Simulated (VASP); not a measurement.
Write the native input for VASP 6.6.1 that does the following.

```yaml
Task: single point
Functional: PBE
Potentials_or_basis: VASP PAW PBE potentials, release 64 (Cd, Te)
Cutoff: 520 eV
k_mesh: 14 × 14 × 14
Occupations: gaussian, width 0.1 eV
Spin: no spin polarisation
Dipole_correction: no
Further_INCAR_settings: ALGO = Normal; EDIFF = 1e-06; NBANDS = 16
```

The structure of CdTe lies in POSCAR:

```
CdTe
1.0
    3.7843594355      0.0000000000      0.0000000000
    0.0000000000      3.7843594355      0.0000000000
    0.0000000000      0.0000000000      3.7843594355
Cd Te
1 1
Direct
    0.0000000000      0.0000000000      0.0000000000
    0.5000000000      0.5000000000      0.5000000000
```

These files were run (other wordings do the same):

INCAR

```
SYSTEM = CdTe
PREC     = Accurate       ! precision mode
ENCUT    = 520            ! plane-wave cutoff, eV
EDIFF    = 1E-6           ! SCF threshold, eV
ISMEAR   = 0              ! smearing method
SIGMA    = 0.1            ! smearing width, eV
LREAL    = .False.        ! projectors in reciprocal space
LASPH    = .True.         ! aspherical terms in the spheres
NELM     = 80             ! most SCF steps
ALGO     = Normal         ! electronic algorithm
ISIF     = 2              ! what is computed and relaxed
LWAVE    = .False.        ! write WAVECAR
LCHARG   = .False.        ! write CHGCAR
GGA      = PE             ! functional
NBANDS   = 16             ! bands
```

KPOINTS

```
regular mesh
0
Gamma
  14 14 14
  0 0 0
```

Potentials or basis: VASP PAW PBE potentials, release 64 (Cd, Te).

Launch:

```bash
$ cat potpaw_PBE.64/Cd/POTCAR potpaw_PBE.64/Te/POTCAR > POTCAR
$ mpirun -np 1 vasp_std > vasp.out
```

It gave:

```yaml
Pressure: 0.1 GPa
Band_gap_on_the_k_mesh: zero (band 9 reaches 5.20 eV, above the bottom of band 10 at 3.56 eV)
```

Caveat: spin-orbit coupling is left out, which moves the levels of the heavy elements.

Run time: 98 s on 1 thread of Intel Xeon 8259CL, with other jobs on the host, peak memory 0.24 GiB.
